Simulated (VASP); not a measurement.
Set up this calculation in VASP 6.6.1, as the native input.

```
Task                   : electric field gradients
Functional             : LDA
Potentials or basis    : VASP PAW LDA potentials, release 64 (Ni)
Cutoff                 : 520 eV
k mesh                 : 15 × 15 × 8
Occupations            : fermi-dirac, width 0.08 eV
Spin                   : collinear spin, ferromagnetic start
Starting moments       : [1.5, 1.5] μB
Dipole correction      : no
Further INCAR settings : ALGO = Normal; EDIFF = 1e-08; NBANDS = 21
```

The structure of Ni lies in POSCAR:

```
Ni
1.0
    2.4480228978      0.0000000000      0.0000000000
   -1.2240114489      2.1200500186      0.0000000000
    0.0000000000      0.0000000000      4.0728075700
Ni
2
Direct
    0.3333333333      0.6666666667      0.2500000000
    0.6666666667      0.3333333333      0.7500000000
```

The input as run:

INCAR

```
ALGO = Normal
EDIFF = 1E-8
ENCUT = 520
ISIF = 2
ISMEAR = -1
ISPIN = 2
LASPH = T
LCHARG = F
LEFG = T
LMAXMIX = 4
LORBIT = 11
LREAL = F
LWAVE = F
MAGMOM = 1.5 1.5
NBANDS = 21
NELM = 150
PREC = Accurate
SIGMA = 0.08
```

KPOINTS

```
k-points
0
Gamma
  15 15 8
```

Potentials or basis: VASP PAW LDA potentials, release 64 (Ni).

Run with:

```bash
$ cat potpaw_LDA.64/Ni/POTCAR > POTCAR
$ mpirun -np 1 vasp_std > vasp.out
```

It gave:

```json
{"Pressure": "-10.7 GPa", "Net moment": "1.21 μB per cell", "Site moments": "Ni +0.61 μB", "Valence electrons inside the program's atomic spheres": "Ni 9.37"}
```

Caveat: without QUAD_EFG the Cq values of the log hold for a quadrupole moment of 1 mb, not for the nuclei.

Wall time 2.8 min on 1 thread of Intel Xeon 8259CL, on a shared host, peak memory 0.19 GiB.
